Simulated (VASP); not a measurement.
Write the native input for VASP 6.6.1 that does the following.

```yaml
Task: single point
Functional: LDA
Potentials_or_basis: VASP PAW LDA potentials, release 64 (Ba_sv)
Cutoff: 520 eV
k_mesh: 15 × 15 × 12
Occupations: gaussian, width 0.15 eV
Spin: no spin polarisation
Dipole_correction: no
Further_INCAR_settings: ALGO = Normal; EDIFF = 1e-07; NBANDS = 11
```

The structure of Ba lies in POSCAR:

```
Ba
1.0
    4.4840782458      0.0000000000      0.0000000000
   -2.2420391229      3.8833256734      0.0000000000
    0.0000000000      0.0000000000      3.6003402360
Ba
1
Direct
    0.0000000000      0.0000000000      0.0000000000
```

This cell differs from its parent crystal: strain +0.040 along x and y, -0.080 along z.

The input as run:

INCAR

```
SYSTEM = Ba
PREC = Accurate ; ENCUT = 520
EDIFF = 1E-7 ; ISMEAR = 0
SIGMA = 0.15 ; LREAL = .FALSE.
LASPH = .TRUE. ; NELM = 80
ALGO = Normal ; ISIF = 2
LWAVE = .FALSE. ; LCHARG = .TRUE.
GGA = CA ; LELF = .TRUE.
LVHAR = .TRUE. ; NBANDS = 11
```

KPOINTS

```
Automatic mesh
0
G
  15 15 12
  0 0 0
```

Potentials or basis: VASP PAW LDA potentials, release 64 (Ba_sv).

Launch:

```bash
$ cat potpaw_LDA.64/Ba_sv/POTCAR > POTCAR
$ mpirun -np 1 vasp_std > vasp.out
```

Results of the run:

| Property | Result |
| --- | --- |
| Pressure | -1.1 GPa |
| Band gap on the k mesh | zero (band 5 reaches 1.72 eV, above the bottom of band 6 at 1.15 eV) |

Caveat: the cell differs from its parent crystal (strain +0.040 along x and y, -0.080 along z); spin-orbit coupling is left out, which moves the levels of the heavy elements.

It took 48 s on 1 thread of Intel(R) Xeon(R) 6975P-C (Granite Rapids), on a shared host, peak memory 0.25 GiB.
